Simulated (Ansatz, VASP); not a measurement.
BaAl3 in VASP and in Ansatz

```xyz
4
Lattice="4.3248 0.0000 0.0000 0.0000 4.3248 0.0000 0.0000 0.0000 4.3248" Properties=species:S:1:pos:R:3 pbc="T T T"
Ba    0.0000    0.0000    0.0000
Al    0.0000    2.1624    2.1624
Al    2.1624    0.0000    2.1624
Al    2.1624    2.1624    0.0000
```

Alike in both runs: task relaxation of cell and atoms; functional PBE; k mesh 4 × 4 × 4; occupations gaussian, width 0.1 eV; no spin polarisation.

|  | VASP | Ansatz |
| --- | --- | --- |
| version | VASP 6.6.1 | Ansatz 0.2.0 |
| potentials or method | VASP PAW PBE potentials, release 64 (Ba_sv, Al), cutoff 600 eV | scalar-relativistic, plane waves, PAW |
| valence electrons in the cell | 19 | 19 |

```csv
,VASP,Ansatz,Ansatz less VASP
"gap on the k mesh at the Fermi level, each at its own relaxed structure (eV)",none,none,-
relaxed volume (Å³/atom),25.57,25.42,-0.154
relaxed length of the cell vector where the two differ most in proportion (Å),4.677,4.667,-0.0094
```

A gap of «none» marks a metal or a gap that the smearing closes.

The k mesh is coarse, so the values compare programs but aren't converged. Neither program's run includes spin-orbit coupling. Noted on VASP's run: the volume moved by over 15 % at a fixed basis, so the end points are rough.
